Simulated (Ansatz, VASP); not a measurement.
**One calculation of Nb, two programs**

```
Nb
1.0
     2.25980    0.00000    0.00000
    -1.12990    1.95704    0.00000
     0.00000    0.00000    3.66827
Nb
2
Direct
  0.33333 0.66667 0.25000
  0.66667 0.33333 0.75000
```

Change from the starting cell: volume scaled by 0.45, crystal datasets.

Alike in both runs: task single point; functional PBEsol; k mesh 17 × 17 × 9; occupations fermi-dirac, width 0.05 eV; no spin polarisation.

|  | VASP | Ansatz |
| --- | --- | --- |
| version | VASP 6.6.1 | Ansatz 0.2.0 |
| potentials or method | VASP PAW PBE potentials, release 64 (Nb_sv), cutoff 520 eV | all-electron PAW with datasets made for the crystal, scalar-relativistic |

Ansatz gave:

- pressure (GPa): 574.0
- traceless stress, the component that is largest in VASP (GPa): 0.34

Q: Estimate VASP's values.

A: Pressure (GPa): 577.8; traceless stress, the component that is largest in VASP (GPa): 0.88.

VASP's potentials were made for PBE, not for PBEsol. Both programs put the cell under a high pressure, so it lies far from rest at this level. Ansatz ran all-electron here, and VASP with PAW potentials.

Noted on VASP's run: the cell as given lies far from equilibrium.
